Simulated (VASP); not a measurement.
A run of VASP 6.6.1 is set up as follows.

The input INCAR:

```
SYSTEM = ZrWS3
PREC = Accurate
ENCUT = 600
EDIFF = 1E-7
ISMEAR = 0
SIGMA = 0.1
LREAL = .False.
LASPH = .True.
NELM = 100
ALGO = Normal
ISIF = 3
LWAVE = .False.
LCHARG = .False.
GGA = PE
IBRION = 2
NSW = 90
EDIFFG = -0.04
```

File KPOINTS:

```
regular mesh
0
Gamma
  6 6 2
  0 0 0
```

The input POSCAR:

```
ZrWS3
1.0
    3.8376659983      0.0000000000      0.0000000000
   -1.9188329991      3.3235162458      0.0000000000
    0.0000000000      0.0000000000      7.9824511335
Zr W S
1 1 3
Direct
    0.3333333333      0.6666666667      0.5000000000
    0.0000000000      0.0000000000      0.0000000000
    0.0000000000      0.0000000000      0.3136577248
    0.0000000000      0.0000000000      0.6863422752
    0.3333333333      0.6666666667      0.0000000000
```

Potentials or basis: VASP PAW PBE potentials, release 64 (Zr_sv, W_sv, S).

The run is started by

```bash
$ cat potpaw_PBE.64/Zr_sv/POTCAR potpaw_PBE.64/W_sv/POTCAR potpaw_PBE.64/S/POTCAR > POTCAR
$ mpirun -np 1 vasp_std > vasp.out
```

(1) What does it give for the band gap on the k mesh?

(2) Estimate the space group after relaxing (to 0.05 Å).

(3) Predict the relaxed cell.

(4) Estimate the relaxed volume.

Answers

(1) zero (band 22 reaches 7.26 eV, above the bottom of band 23 at 6.71 eV).

(2) P-6m2 (No. 187).

(3) a = 3.844 Å, b = 3.844 Å, c = 7.978 Å, α = 90.00°, β = 90.00°, γ = 120.00°.

(4) 20.42 Å³/atom.

Caveat: the k points lie up to 0.39 Å⁻¹ apart in the final cell; spin-orbit coupling is left out, which moves the levels of the heavy elements.
